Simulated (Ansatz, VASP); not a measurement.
Two plane-wave programs on Bi2Te3

```
Bi Te
1.0
     2.19115    1.26506   10.09799
    -2.19115    1.26506   10.09799
     0.00000   -2.53013   10.09799
Bi Te
2 3
Direct
  0.39987 0.39987 0.39987
  0.60013 0.60013 0.60013
  0.00000 0.00000 0.00000
  0.20995 0.20995 0.20995
  0.79005 0.79005 0.79005
```

Alike in both runs: functional PBEsol; k mesh 9 × 9 × 9; occupations gaussian, width 0.01 eV; no spin polarisation.

Ansatz relaxed the structure, and its values are those at the end. VASP's run is a single point on that final structure, the one shown.

|  | VASP | Ansatz |
| --- | --- | --- |
| version | VASP 6.6.1 | Ansatz 0.2.0 |
| potentials or method | VASP PAW PBE potentials, release 64 (Bi_d, Te), cutoff 520 eV | scalar-relativistic, plane waves, PAW |
| valence electrons in the cell | 48 | 78 |

```tsv
	VASP	Ansatz	Ansatz less VASP
gap on the k mesh at the Fermi level (eV)	0.20	0.21	+0.011
least direct gap on the mesh (eV)	0.20	0.21	+0.011
pressure (GPa)	0.0	0.0	-0.01
rms of the force components (eV/Å)	0.008	0.001	-0.0072
```

VASP's potentials were made for PBE, not for PBEsol. VASP's potentials hold 48 valence electrons a cell and Ansatz's 78, so a difference there can come from the potentials and not from the codes.

Spin-orbit coupling is off throughout.
